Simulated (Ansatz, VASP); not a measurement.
NaI in VASP and in Ansatz

```xyz
2
Lattice="-0.0154 3.5432 3.5432 3.5432 -0.0154 3.5432 3.5278 3.5278 0.0000" Properties=species:S:1:pos:R:3 pbc="T T T"
Na    0.0000    0.0000   -0.0070
I     1.7639    1.7639    1.7786
```

Change from the starting cell: shear_xy strain -0.9%.

Alike in both runs: task single point; functional r2SCAN; k mesh 6 × 6 × 6; no spin polarisation.

|  | VASP | Ansatz |
| --- | --- | --- |
| version | VASP 6.6.1 | Ansatz 0.2.0 |
| potentials or method | VASP PAW PBE potentials, release 64 (Na_pv, I) | plane waves, PAW |
| plane-wave cutoff (eV) | 520 | 500 |
| occupations | gaussian, width 0.01 eV | fixed |
| valence electrons in the cell | 14 | 26 |

```tsv
	VASP	Ansatz	Ansatz less VASP
gap on the k mesh at the Fermi level (eV)	4.41	4.41	-0.005
pressure (GPa)	-0.1	0.0	+0.08
```

VASP's potentials were made for PBE, not for r2SCAN. VASP's potentials hold 14 valence electrons a cell and Ansatz's 26, so a difference there can come from the potentials and not from the codes.

Neither program's run includes spin-orbit coupling.
